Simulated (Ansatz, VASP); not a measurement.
# One calculation of AlN, two programs

Contents of INCAR:

```
  PREC = Accurate
  ENCUT = 600
  EDIFF = 1E-6
  ISMEAR = 0
  SIGMA = 0.02
  LREAL = F
  LASPH = T
  NELM = 120
  ALGO = Normal
  ISIF = 2
  LWAVE = F
  LCHARG = T
  GGA = PE
  LELF = T
  LVHAR = T
  NBANDS = 11
  GGA_COMPAT = F
```

The input KPOINTS:

```
Automatic mesh
0
Gamma
  10 10 10
```

File POSCAR:

```
AlN
1.0
    0.0000000000      2.1821857009      2.1821857009
    2.1821857009      0.0000000000      2.1821857009
    2.1821857009      2.1821857009      0.0000000000
Al N
1 1
Direct
    0.0000000000      0.0000000000      0.0000000000
    0.2500000000      0.2500000000      0.2500000000
```

Input for Ansatz:

```yaml
crystal:
  lattice:
    - [0.0, 2.1821857009, 2.1821857009]
    - [2.1821857009, 0.0, 2.1821857009]
    - [2.1821857009, 2.1821857009, 0.0]
  atoms:
    - { symbol: Al, position: [0.0, 0.0, 0.0] }
    - { symbol: "N", position: [0.25, 0.25, 0.25] }
basis:
  ecutwfc: 420
kpoints:
  mp_grid: { grid: [10, 10, 10] }
  band_path:
    path:
      - [[0.0, 0.0, 0.0], [-0.5, -0.5, 0.0], [-0.375, -0.375, 0.25]]
      - [[-0.375, 0.0, 0.375], [0.0, 0.0, 0.0], [0.0, 0.0, 0.5], [-0.5, -0.25, 0.25], [-0.5, -0.5, 0.0]]
    npoints: 10
hamiltonian:
  xc: pbe
  pseudopotentials: { kind: paw, azcp: { folder: soft_1 } }
scf:
  occupations: { method: gaussian, width: 0.02 }
  n_extra_bands: 7
output:
  forces: true
  stress: true
  eigenvalues: true
```

Alike in both runs: task single point; functional PBE; k mesh 10 × 10 × 10; occupations gaussian, width 0.02 eV; no spin polarisation.

|  | VASP | Ansatz |
| --- | --- | --- |
| version | VASP 6.6.1 | Ansatz 0.2.0 |
| potentials or method | VASP PAW PBE potentials, release 64 (Al, N), cutoff 600 eV | scalar-relativistic, plane waves, PAW |
| valence electrons in the cell | 8 | 8 |

```csv
,VASP,Ansatz,Ansatz less VASP
gap on the k mesh at the Fermi level (eV),3.32,3.33,+0.007
least direct gap on the mesh (eV),4.22,4.21,-0.009
pressure (GPa),5.0,5.3,+0.32
```

With one functional, cell and mesh, what is left measures potentials, basis and numerics.
